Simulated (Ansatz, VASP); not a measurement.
One calculation of Ti, two programs

```
Ti
1.0
     2.93816    0.00000    0.00000
    -1.46908    2.54452    0.00000
     0.00000    0.00000    4.65047
Ti
2
Cartesian
  0.0000 1.6963 1.1626
  1.4691 0.8482 3.4878
```

Alike in both runs: functional PBE; k mesh 18 × 18 × 10; occupations gaussian, width 0.1 eV; no spin polarisation.

Ansatz relaxed the structure, and its values are those at the end. VASP's run is a single point on that final structure, the one shown.

|  | VASP | Ansatz |
| --- | --- | --- |
| version | VASP 6.6.1 | Ansatz 0.2.0 |
| potentials or method | VASP PAW PBE potentials, release 64 (Ti_sv), cutoff 520 eV | scalar-relativistic, plane waves, PAW |
| valence electrons in the cell | 24 | 24 |

VASP gave:

* gap on the k mesh at the Fermi level (eV): none
* pressure (GPa): -0.4

Q: Estimate Ansatz's values.

A: gap on the k mesh at the Fermi level (eV): none; pressure (GPa): 0.0.

A gap of «none» marks a metal or a gap that the smearing closes.
